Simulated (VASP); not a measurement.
The system is Tl2H.

```xyz
3
Lattice="2.2872 1.3205 3.8311 -2.2872 1.3205 3.8311 0.0000 -2.6410 3.8311" Properties=species:S:1:pos:R:3 pbc="T T T"
Tl    0.0000    0.0000    3.2089
Tl    0.0000    0.0000    8.2844
H     0.0000    0.0000    0.0000
```

| Item | Value |
| --- | --- |
| Program | VASP 6.6.1 |
| Task | relaxation of cell and atoms |
| Functional | PBE |
| Potentials or basis | VASP PAW PBE potentials, release 64 (Tl_d, H) |
| Cutoff | 600 eV |
| k mesh | 6 × 6 × 6 |
| Occupations | gaussian, width 0.1 eV |
| Spin | no spin polarisation |

At the start: pressure 4.5 GPa; volume 23.14 Å³/atom.

Task: How do energy, volume and symmetry change on relaxing?

Result: Over 31 steps the energy falls by 270.0 meV/atom and the volume is 23.95 Å³/atom (+3.5 %); space group R-3m (No. 166, to 0.05 Å).

The path:
| step | energy change (eV) | largest force (eV/Å) | pressure (GPa) | volume (Å³) |
| --- | --- | --- | --- | --- |
| 1 | 0.0000 | 1.1992 | 4.54 | 69.43 |
| 2 | -0.2550 | 0.6353 | 0.52 | 76.19 |
| 3 | -0.3042 | 0.4436 | -0.86 | 80.07 |
| 4 | -0.3112 | 0.3771 | -1.37 | 81.94 |
| 5 | -0.3713 | 0.3731 | -1.23 | 79.70 |
| 6 | -0.5211 | 0.3058 | -0.10 | 73.01 |
| 7 | -0.4147 | 0.4484 | 7.66 | 59.68 |
| 8 | -0.5568 | 0.2203 | 1.22 | 68.90 |
| 9 | -0.5636 | 0.1244 | 2.32 | 66.36 |
| 10 | -0.6050 | 0.0271 | 2.14 | 67.15 |
| 11 | -0.6676 | 0.5138 | 2.26 | 69.05 |
| 12 | -0.6671 | 0.2158 | 1.88 | 68.38 |
| 13 | -0.6765 | 0.3513 | 2.00 | 68.74 |
| 14 | -0.7259 | 0.2551 | 0.46 | 72.94 |
| 15 | -0.7360 | 0.1562 | -0.77 | 78.33 |
| 16 | -0.7380 | 0.1843 | -0.45 | 76.78 |
| 17 | -0.7489 | 0.1928 | -0.35 | 76.21 |
| 18 | -0.7702 | 0.2352 | 0.00 | 74.43 |
| 19 | -0.7687 | 0.3515 | 1.03 | 70.64 |
| 20 | -0.7758 | 0.3278 | 0.49 | 72.67 |
| 21 | -0.7756 | 0.3467 | 0.80 | 71.67 |
| 22 | -0.7806 | 0.3084 | 0.72 | 71.65 |
| 23 | -0.7905 | 0.2021 | 0.54 | 71.59 |
| 24 | -0.7847 | 0.0605 | 0.22 | 71.45 |
| 25 | -0.7924 | 0.1232 | 0.43 | 71.55 |
| 26 | -0.7968 | 0.1055 | 0.33 | 71.84 |
| 27 | -0.8054 | 0.0695 | -0.01 | 72.69 |
| 28 | -0.8014 | 0.0151 | -0.70 | 74.34 |
| 29 | -0.8074 | 0.0544 | -0.27 | 73.29 |
| 30 | -0.8084 | 0.0501 | -0.21 | 72.93 |
| 31 | -0.8100 | 0.0345 | 0.02 | 71.85 |

Final structure:
```
Tl H
1.0
     2.80706    1.62065    2.63227
    -2.80706    1.62065    2.63227
     0.00000   -3.24131    2.63227
Tl H
2 1
Direct
  0.26847 0.26847 0.26847
  0.73152 0.73152 0.73152
  0.00000 0.00000 0.00000
```
